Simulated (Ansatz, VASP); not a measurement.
# Two plane-wave programs on MgSe

```
Mg Se
1.0
     0.00000    2.71199    2.71199
     2.71199    0.00000    2.71199
     2.71199    2.71199    0.00000
Mg Se
1 1
Cartesian
  0.0000 0.0000 0.0000
  2.7120 2.7120 2.7120
```

Alike in both runs: functional PBE; dispersion D3(BJ); k mesh 8 × 8 × 8; occupations gaussian, width 0.02 eV; no spin polarisation.

Ansatz relaxed the structure, and its values are those at the end. VASP's run is a single point on that final structure, the one shown.

```csv
,VASP,Ansatz
version,VASP 6.6.1,Ansatz 0.2.0
potentials or method,"VASP PAW PBE potentials, release 64 (Mg, Se), cutoff 600 eV","scalar-relativistic, plane waves, PAW"
valence electrons in the cell,8,26
```

```csv
,VASP,Ansatz,Ansatz less VASP
gap on the k mesh at the Fermi level (eV),1.83,1.85,+0.021
least direct gap on the mesh (eV),2.70,2.71,+0.009
pressure (GPa),-0.1,0.0,+0.12
```

VASP's potentials hold 8 valence electrons a cell and Ansatz's 26, so a difference there can come from the potentials and not from the codes.
